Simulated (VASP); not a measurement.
Wanted: the native input for a VASP 6.6.1 run.

| Item | Value |
| --- | --- |
| Task | relaxation of cell and atoms |
| Functional | PBEsol |
| Potentials or basis | VASP PAW PBE potentials, release 64 (Al, N) |
| Cutoff | 600 eV |
| k mesh | 8 × 8 × 8 |
| Occupations | gaussian, width 0.01 eV |
| Spin | no spin polarisation |
| Target pressure | 2 GPa |
| Dipole correction | no |
| Further INCAR settings | ALGO = Normal; EDIFF = 1e-06; IBRION = 2; EDIFFG = -0.01; NSW = 80; ISIF = 3 |

The structure of AlN lies in POSCAR:

```
AlN
1.0
    0.0000000000      1.9690000000      1.9690000000
    1.9690000000      0.0000000000      1.9690000000
    1.9690000000      1.9690000000      0.0000000000
Al N
1 1
Direct
    0.0000000000      0.0000000000      0.0000000000
    0.5000000000      0.5000000000      0.5000000000
```

These files were run (other wordings do the same):

INCAR

```
SYSTEM = AlN
PREC = Accurate ; ENCUT = 600
EDIFF = 1E-6 ; ISMEAR = 0
SIGMA = 0.01 ; LREAL = .False.
LASPH = .True. ; NELM = 80
ALGO = Normal ; ISIF = 3
LWAVE = .False. ; LCHARG = .False.
GGA = PS ; IBRION = 2
NSW = 80 ; EDIFFG = -0.01
PSTRESS = 20.0
```

KPOINTS

```
regular mesh
0
Gamma
  8 8 8
  0 0 0
```

Potentials or basis: VASP PAW PBE potentials, release 64 (Al, N).

Command:

```bash
$ cat potpaw_PBE.64/Al/POTCAR potpaw_PBE.64/N/POTCAR > POTCAR
$ mpirun -np 1 vasp_std > vasp.out
```

It gave:

| Quantity | Value |
| --- | --- |
| Relaxed volume | 8.20 Å³/atom |
| Relaxed cell | a = 2.852 Å, b = 2.852 Å, c = 2.852 Å, α = 60.00°, β = 60.00°, γ = 60.00° |
| Space group after relaxing (to 0.05 Å) | Fm-3m (No. 225) |
| Energy change on relaxing (the enthalpy is what falls) | -45.3 meV/atom |
| Ionic steps | 4 |
| Pressure after relaxing | 2.1 GPa |
| Band gap on the k mesh | 4.62 eV, indirect (least direct gap 5.77 eV) |

Caveat: the cell is relaxed towards a set pressure, so the enthalpy falls and the energy may rise; the PAW data sets were made with another functional, which shifts forces and pressure a little.

Wall time 6.5 s on 1 thread of Intel(R) Xeon(R) Platinum 8488C (Sapphire Rapids), with other jobs on the host, peak memory 0.13 GiB.
